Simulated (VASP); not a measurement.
# CdSe (Pmmm) in VASP: further runs

CdSe is run at these levels: PBE; tasks: single point.

Program: VASP 6.6.1. These are calculated values, not measurements. Logs are shortened: lines on timing, memory, paths and dates and some standing lists are left out, and cuts for length are marked.

### 1 The cell of the first run

Symmetry: Pmmm, No. 47, orthorhombic system. The conventional cell has a = 4.095 Å, b = 4.360 Å, c = 10.339 Å, α = 90.00°, β = 90.00°, γ = 90.00°. Cd (site symmetry mm2) has 4 Se at 2.68 to 2.71 Å within 3.5 Å. Within 3.6 Å of Cd (site symmetry mmm) lie 4 Se at 2.75 Å. Se (site symmetry mm2) has 4 Cd at 2.68 to 2.75 Å within 3.5 Å. Se (site symmetry mmm) has 4 Cd at 2.71 Å within 3.6 Å.

### 2 Single point, PBE

Input file INCAR:

```
SYSTEM = CdSe
ALGO = Normal
EDIFF = 1E-6
ENCUT = 520
GGA = PE
ISIF = 2
ISMEAR = 0
LASPH = .TRUE.
LCHARG = .FALSE.
LREAL = .FALSE.
LWAVE = .FALSE.
NBANDS = 36
NELM = 60
PREC = Accurate
SIGMA = 0.1
```

Input file KPOINTS:

```
k-points
0
G
  4 4 2
  0 0 0
```

Input file POSCAR:

```
CdSe
1.0
    4.0947749172      0.0000000000      0.0000000000
    0.0000000000      4.3599353716      0.0000000000
    0.0000000000      0.0000000000     10.3389803491
Cd Se
3 3
Direct
    0.5000000000      0.5000000000      0.1711040177
    0.5000000000      0.5000000000      0.8288959823
    0.0000000000      0.0000000000      0.5000000000
    0.5000000000      0.0000000000      0.3223042741
    0.0000000000      0.5000000000      0.0000000000
    0.5000000000      0.0000000000      0.6776957259
```

Potentials or basis: VASP PAW PBE potentials, release 64 (Cd, Se).

The run is started by

```
$ cat potpaw_PBE.64/Cd/POTCAR potpaw_PBE.64/Se/POTCAR > POTCAR
$ mpirun -np 1 vasp_std > vasp.out
```

OUTCAR:

```text
SYSTEM = CdSe
   EDIFF = 1E-6
   ENCUT = 520
   GGA = PE
   ISIF = 2
   ISMEAR = 0
   LASPH = .TRUE.
   LREAL = .FALSE.
   NELM = 60
   PREC = Accurate

 ion  position               nearest neighbor table
   1  0.500  0.500  0.171-   4 2.68   4 2.68   5 2.71   5 2.71   2 3.54
   2  0.500  0.500  0.829-   6 2.68   6 2.68   5 2.71   5 2.71   1 3.54
   3  0.000  0.000  0.500-   4 2.75   6 2.75   4 2.75   6 2.75
   4  0.500  0.000  0.322-   1 2.68   1 2.68   3 2.75   3 2.75
   5  0.000  0.500  0.000-   1 2.71   2 2.71   1 2.71   2 2.71
   6  0.500  0.000  0.678-   2 2.68   2 2.68   3 2.75   3 2.75

  LATTYP: Found a simple orthorhombic cell.
 ALAT       =     4.0947749172
 B/A-ratio  =     1.0647558070
 C/A-ratio  =     2.5249203090

  Lattice vectors:

 A1 = (   4.0947749172,   0.0000000000,   0.0000000000)
 A2 = (   0.0000000000,   4.3599353716,   0.0000000000)
 A3 = (   0.0000000000,   0.0000000000,  10.3389803491)

Analysis of symmetry for initial positions (statically):
=====================================================================
 Subroutine PRICEL returns:
 Original cell was already a primitive cell.

 Routine SETGRP: Setting up the symmetry group for a
 simple orthorhombic supercell.

 Subroutine GETGRP returns: Found  8 space group operations
 (whereof  8 operations were pure point group operations)
 out of a pool of  8 trial point group operations.

The static configuration has the point symmetry D_2h.

Analysis of symmetry for dynamics (positions and initial velocities):
=====================================================================
 Subroutine PRICEL returns:
 Original cell was already a primitive cell.

 Routine SETGRP: Setting up the symmetry group for a
 simple orthorhombic supercell.

 Subroutine GETGRP returns: Found  8 space group operations
 (whereof  8 operations were pure point group operations)
 out of a pool of  8 trial point group operations.

The dynamic configuration has the point symmetry D_2h.

 Subroutine INISYM returns: Found  8 space group operations
 (whereof  8 operations are pure point group operations),
 and found     1 'primitive' translations

----------------------------------------------------------------------------------------

                                     Primitive cell

  volume of cell :     184.5813

  direct lattice vectors                    reciprocal lattice vectors
     4.094774917  0.000000000  0.000000000     0.244213667  0.000000000  0.000000000
     0.000000000  4.359935372  0.000000000     0.000000000  0.229361198  0.000000000
     0.000000000  0.000000000 10.338980349     0.000000000  0.000000000  0.096721337

  length of vectors
     4.094774917  4.359935372 10.338980349     0.244213667  0.229361198  0.096721337

  position of ions in fractional coordinates (direct lattice)
     0.500000000  0.500000000  0.171104018
     0.500000000  0.500000000  0.828895982
     0.000000000  0.000000000  0.500000000
     0.500000000  0.000000000  0.322304274
     0.000000000  0.500000000  0.000000000
     0.500000000  0.000000000  0.677695726

  ion indices of the primitive-cell ions
   primitive index   ion index
                 1           1
                 2           2
                 3           3
                 4           4
                 5           5
                 6           6

----------------------------------------------------------------------------------------

 KPOINTS: k-points

Automatic generation of k-mesh.
 Grid dimensions read from file:
 generate k-points for:    4    4    2

 Generating k-lattice:

  Cartesian coordinates                     Fractional coordinates (reciprocal lattice)
     0.061053417  0.000000000  0.000000000     0.250000000  0.000000000  0.000000000
     0.000000000  0.057340299  0.000000000     0.000000000  0.250000000  0.000000000
     0.000000000  0.000000000  0.048360668     0.000000000  0.000000000  0.500000000

  Length of vectors
     0.061053417  0.057340299  0.048360668

  Shift w.r.t. Gamma in fractional coordinates (k-lattice)
     0.000000000  0.000000000  0.000000000

 Subroutine IBZKPT returns following result:
 ===========================================

 Found     18 irreducible k-points:

 Following reciprocal coordinates:
            Coordinates               Weight
  0.000000  0.000000  0.000000      1.000000
  0.250000  0.000000  0.000000      2.000000
  0.500000  0.000000  0.000000      1.000000
  0.000000  0.250000  0.000000      2.000000
  0.250000  0.250000  0.000000      4.000000
  0.500000  0.250000  0.000000      2.000000
[... 10 lines left out ...]
  0.250000  0.500000  0.500000      2.000000
  0.500000  0.500000  0.500000      1.000000
   k-points           NKPTS =     18   k-points in BZ     NKDIM =     18   number of bands    NBANDS=     36
   number of dos      NEDOS =    301   number of ions     NIONS =      6
   total plane-waves  NPLWV =  76800
   dimension x,y,z NGX =    30 NGY =   32 NGZ =   80
   dimension x,y,z NGXF=    60 NGYF=   64 NGZF=  160
   ions per type =               3   3
   NGX,Y,Z   is equivalent  to a cutoff of  12.18, 12.20, 12.86 a.u.
   NGXF,Y,Z  is equivalent  to a cutoff of  24.36, 24.40, 25.73 a.u.
 SYSTEM =  CdSe
   PREC   = accura    normal or accurate (medium, high low for compatibility)
   ISTART =      0    job   : 0-new  1-cont  2-samecut
   ICHARG =      2    charge: 1-file 2-atom 10-const
   ISPIN  =      1    spin polarized calculation?
   LNONCOLLINEAR =      F non collinear calculations
   LSORBIT =      F    spin-orbit coupling
   LASPH  =      T    aspherical Exc in radial PAW
   ENCUT  =  520.0 eV  38.22 Ry    6.18 a.u.   7.61  8.11 19.22*2*pi/ulx,y,z
   NELM   =     60;   NELMIN=  2; NELMDL= -5     # of ELM steps
   EDIFF  = 0.1E-05   stopping-criterion for ELM
   LREAL  =      F    real-space projection
   EDIFFG = 0.1E-04   stopping-criterion for IOM
   NSW    =      0    number of steps for IOM
   IBRION =     -1    ionic relax: 0-MD 1-quasi-New 2-CG
   NFREE  =      0    steps in history (QN), initial steepest desc. (CG)
   ISIF   =      2    stress and relaxation
   ISYM   =      2    0-nonsym 1-usesym 2-fastsym
   POTIM  = 0.5000    time-step for ionic-motion
   TEBEG  =    0.0;   TEEND  =   0.0 temperature during run
   PSTRESS=    0.0 pullay stress
   NELECT =      54.0000    total number of electrons
   NUPDOWN=      -1.0000    fix difference up-down
   EMIN   =  10.00;   EMAX   =-10.00  energy-range for DOS
   EFERMI =   0.00;   METHOD = LEGACY
   ISMEAR =     0;   SIGMA  =   0.10  broadening in eV -4-tet -1-fermi 0-gaus
   EFERMI_NEDOS =   21; number of points for ismear=-14 and -15
   IALGO  =     38    algorithm
   IMIX   =      4    mixing-type and parameters
     AMIX     =   0.40;   BMIX     =  1.00
     AMIX_MAG =   1.60;   BMIX_MAG =  1.00
  volume/ion in A,a.u.               =      30.76       207.60
  Fermi-wavevector in a.u.,A,eV,Ry     =   1.086785  2.053725 16.069852  1.181101
  Thomas-Fermi vector in A             =   2.222929
   LORBIT       =      0    0 simple, 1 ext, 2 COOP (PROOUT), +10 PAW based schemes
   GGA     = PE    functional components
   LHFCALC =     F    Hartree Fock is set to
   AEXX    =    0.0000 exact exchange contribution
   IVDW    =     0    specifies the selected vdW correction
   LEPSILON=     F    determine dielectric tensor
   LRPA    =     F    only Hartree local field effects (RPA)
 non-spin polarized calculation
 Gauss-broadening in eV      SIGMA  =   0.10
  energy-cutoff  :      520.00
  volume of cell :      184.58
 maximum number of plane-waves:      5004
   NGX = 15   NGY = 17   NGZ = 39

 number of electron      53.9999985 magnetization

 Free energy of the ion-electron system (eV)
  ---------------------------------------------------
  ext. energy  EPLUGINS =         0.00000000
  ---------------------------------------------------
  free energy    TOTEN  =       -15.20908667 eV

  energy without entropy =      -15.20289585  energy(sigma->0) =      -15.20599126

 E-fermi :   0.8672     XC(G=0):  -8.4833

 val. band max:        0.8352763541   @ k =   0.5000   0.0000   0.5000
 cond. band min:       1.5782399844   @ k =   0.0000   0.5000   0.0000
 fundamental gap:      0.7429636302
 Fermi energy:         0.8672424826

 k-point     1 :       0.0000    0.0000    0.0000
  band No.  band energies     occupation
      1     -11.9797      2.00000
      2     -11.5604      2.00000
      3     -11.3523      2.00000
      4      -7.6664      2.00000
      5      -7.6341      2.00000
      6      -7.5201      2.00000
[... 28 lines left out ...]
     35       7.1982      0.00000
     36       7.2897      0.00000

 k-point     2 :       0.2500    0.0000    0.0000
  band No.  band energies     occupation
      1     -11.8037      2.00000
      2     -11.5630      2.00000
      3     -11.2664      2.00000
      4      -7.6353      2.00000
      5      -7.5802      2.00000
      6      -7.5252      2.00000
[... 28 lines left out ...]
     35       7.4264      0.00000
     36       7.5722      0.00000

 k-point     3 :       0.5000    0.0000    0.0000
  band No.  band energies     occupation
      1     -11.6047      2.00000
      2     -11.5668      2.00000
      3     -11.1845      2.00000
      4      -7.6452      2.00000
      5      -7.5660      2.00000
      6      -7.5127      2.00000
[... 28 lines left out ...]
     35       6.9885      0.00000
     36       7.1215      0.00000

 k-point     4 :       0.0000    0.2500    0.0000
  band No.  band energies     occupation
      1     -11.9066      2.00000
      2     -11.5017      2.00000
      3     -11.3259      2.00000
      4      -7.6520      2.00000
      5      -7.6320      2.00000
      6      -7.5245      2.00000
[... 28 lines left out ...]
     35       7.0924      0.00000
     36       7.3526      0.00000

 k-point     5 :       0.2500    0.2500    0.0000
  band No.  band energies     occupation
      1     -11.7373      2.00000
      2     -11.5097      2.00000
      3     -11.2366      2.00000
      4      -7.6096      2.00000
      5      -7.5626      2.00000
      6      -7.5299      2.00000
[... 421 lines left out ...]
 k-point    16 :       0.0000    0.5000    0.5000
  band No.  band energies     occupation
      1     -11.8305      2.00000
      2     -11.4427      2.00000
      3     -11.2999      2.00000
      4      -7.6319      2.00000
      5      -7.6303      2.00000
      6      -7.5355      2.00000
[... 28 lines left out ...]
     35       6.6345      0.00000
     36       7.5378      0.00000

 k-point    17 :       0.2500    0.5000    0.5000
  band No.  band energies     occupation
      1     -11.6687      2.00000
      2     -11.4563      2.00000
      3     -11.2066      2.00000
      4      -7.5774      2.00000
      5      -7.5642      2.00000
      6      -7.5349      2.00000
[... 28 lines left out ...]
     35       6.1636      0.00000
     36       8.2044      0.00000

 k-point    18 :       0.5000    0.5000    0.5000
  band No.  band energies     occupation
      1     -11.4901      2.00000
      2     -11.4704      2.00000
      3     -11.1127      2.00000
      4      -7.6003      2.00000
      5      -7.5822      2.00000
      6      -7.5061      2.00000
[... 28 lines left out ...]
     35       7.3189      0.00000
     36       7.3919      0.00000

------------------------ aborting loop because EDIFF is reached ----------------------------------------

  FORCE on cell =-STRESS in cart. coord.  units (eV):
  Direction    XX          YY          ZZ          XY          YZ          ZX
  --------------------------------------------------------------------------------------
  -------------------------------------------------------------------------------------
  Total        0.4009772      0.2049699      0.3637402     -0.0000000      0.0000000      0.0000000
  in kB        3.4805069      1.7791509      3.1572869     -0.0000000      0.0000000      0.0000000
  external PRESSURE =       2.8056482 kB  Pullay stress =       0.0000000 kB

 VOLUME and BASIS-vectors are now :
 -----------------------------------------------------------------------------
  energy-cutoff  :      520.00
  volume of cell :      184.58
      direct lattice vectors                 reciprocal lattice vectors
     4.094774917  0.000000000  0.000000000     0.244213667  0.000000000  0.000000000
     0.000000000  4.359935372  0.000000000     0.000000000  0.229361198  0.000000000
     0.000000000  0.000000000 10.338980349     0.000000000  0.000000000  0.096721337

 POSITION                                       TOTAL-FORCE (eV/Angst)
 -----------------------------------------------------------------------------------
      2.04739      2.17997      1.76904         0.000000     -0.000000      0.017819
      2.04739      2.17997      8.56994         0.000000      0.000000     -0.017819
      0.00000      0.00000      5.16949         0.000000     -0.000000      0.000000
      2.04739      0.00000      3.33230         0.000000     -0.000000     -0.006640
      0.00000      2.17997      0.00000         0.000000     -0.000000      0.000000
      2.04739      0.00000      7.00668        -0.000000     -0.000000      0.006640
 -----------------------------------------------------------------------------------
    total drift:                                0.000000     -0.000000      0.000000

  FREE ENERGIE OF THE ION-ELECTRON SYSTEM (eV)
  ---------------------------------------------------
  free  energy   TOTEN  =       -15.2090866661 eV

  energy  without entropy=      -15.2028958452  energy(sigma->0) =      -15.20599126
```

It took 59 s on 1 thread of Intel Xeon 6975P-C (Granite Rapids), shared host; peak memory 0.31 GiB.

Results:

```yaml
Free_energy: -15.2091 eV
Pressure: 0.3 GPa
Largest_force: 0.018 eV/Å
Band_gap_on_the_k_mesh: zero (band 27 reaches 0.84 eV, above the bottom of band 28 at 0.59 eV)
```

Forces on the atoms (eV/Å):
```
Cd   0.000  0.000  0.018
Cd   0.000  0.000 -0.018
Cd   0.000  0.000  0.000
Se   0.000  0.000 -0.007
Se   0.000  0.000  0.000
Se   0.000  0.000  0.007
```

Stress tensor (GPa, compression positive):
```
0.35 0.00 0.00
0.00 0.18 0.00
0.00 0.00 0.32
```

Caveat: the k points lie up to 0.38 Å⁻¹ apart.

### 3 Single point, PBE

This run uses another cell than the first one, of 26.69 Å³/atom, 0.868 times its volume.

Input file INCAR:

```
SYSTEM = CdSe
ALGO = Normal
EDIFF = 1E-6
ENCUT = 520
GGA = PE
ISIF = 2
ISMEAR = 0
LASPH = .True.
LCHARG = .False.
LREAL = .False.
LWAVE = .False.
NBANDS = 36
NELM = 60
PREC = Accurate
SIGMA = 0.1
```

Input file KPOINTS:

```
k-points
0
Gamma
  4 4 2
  0 0 0
```

Input file POSCAR:

```
CdSe
1.0
    3.7891502800      0.0000000000      0.0000000000
    0.0000000000      4.2770741000      0.0000000000
    0.0000000000      0.0000000000      9.8822434000
Cd Se
3 3
Direct
    0.5000000000      0.5000000000      0.1780484600
    0.5000000000      0.5000000000      0.8219515400
    0.0000000000      0.0000000000      0.5000000000
    0.5000000000      0.0000000000      0.3219515400
    0.0000000000      0.5000000000      0.0000000000
    0.5000000000      0.0000000000      0.6780484600
```

Potentials or basis: VASP PAW PBE potentials, release 64 (Cd, Se).

The run is started by

```
$ cat potpaw_PBE.64/Cd/POTCAR potpaw_PBE.64/Se/POTCAR > POTCAR
$ mpirun -np 1 vasp_std > vasp.out
```

Wall time 60 s (1 thread of Intel Xeon 6975P-C (Granite Rapids), shared host); peak memory 0.29 GiB.

It converged, with:

```
Free energy            : -14.4644 eV
Pressure               : 9.4 GPa
Largest force          : 0.422 eV/Å
Band gap on the k mesh : zero (band 27 reaches 2.11 eV, above the bottom of band 28 at 1.83 eV)
```

Forces on the atoms (eV/Å):
```
Cd   0.000  0.000 -0.113
Cd   0.000  0.000  0.113
Cd   0.000  0.000  0.000
Se   0.000  0.000 -0.422
Se   0.000  0.000  0.000
Se   0.000  0.000  0.422
```

Stress tensor (GPa, compression positive):
```
11.96  0.00  0.00
 0.00  5.31  0.00
 0.00  0.00 10.87
```

Levels at points of the mesh, in eV from the Fermi level:
| k point | band 25 | band 26 | band 27 | band 28 | band 29 | band 30 |
| --- | --- | --- | --- | --- | --- | --- |
| (0.00, 0.00, 0.00) | -0.61 | -0.61 | -0.51 | -0.27 | 2.24 | 2.95 |
| (0.50, 0.00, 0.00) | -1.81 | -1.66 | -0.23 | 1.24 | 2.13 | 2.56 |
| (0.00, 0.50, 0.00) | -1.65 | -0.74 | -0.17 | 0.53 | 2.92 | 3.44 |
| (0.50, 0.50, 0.00) | -2.73 | -1.34 | -1.27 | 0.74 | 2.04 | 2.72 |
| (0.00, 0.00, 0.50) | -1.23 | -0.38 | 0.00 | 1.18 | 1.24 | 3.22 |
| (0.50, 0.00, 0.50) | -1.74 | -0.74 | -0.23 | 0.93 | 2.06 | 3.32 |
| (0.00, 0.50, 0.50) | -1.07 | -0.74 | -0.17 | 1.77 | 2.21 | 2.33 |
| (0.50, 0.50, 0.50) | -2.77 | -1.43 | -1.31 | 1.21 | 1.65 | 2.35 |

Caveat: the k points lie up to 0.41 Å⁻¹ apart.
